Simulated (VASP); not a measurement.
**F: single point with PBE**

F:

```
CELL_PARAMETERS angstrom
2.20573 0.00000 0.00000
0.00000 2.20573 0.00000
0.00000 0.00000 2.20573
ATOMIC_POSITIONS crystal
F 0.00000 0.00000 0.00000
```

```yaml
Program: VASP 6.6.1
Task: single point
Functional: PBE
Potentials_or_basis: VASP PAW PBE potentials, release 64 (F)
Cutoff: 520 eV
k_mesh: 25 × 25 × 25
Occupations: fermi-dirac, width 0.0612256 eV
Spin: no spin polarisation
Dipole_correction: no
Further_INCAR_settings: ALGO = Normal; EDIFF = 1e-06; NBANDS = 10
```

```json
{"Pressure": "-1.9 GPa", "Band gap on the k mesh": "zero (an odd number of electrons rules out a gap without spin polarisation)"}
```

Levels at points of the mesh, in eV from the Fermi level:
```tsv
k point	band 2	band 3	band 4	band 5	band 6	band 7
(0.00, 0.00, 0.00)	-0.10	-0.10	-0.10	12.43	28.32	28.32
```

Wall time 6.1 s on 1 thread of Intel(R) Xeon(R) 6975P-C (Granite Rapids) (shared host), peak memory 0.14 GiB.

Caveat: an odd number of electrons without spin polarisation forces a metal; a magnetic or distorted state may lie lower.
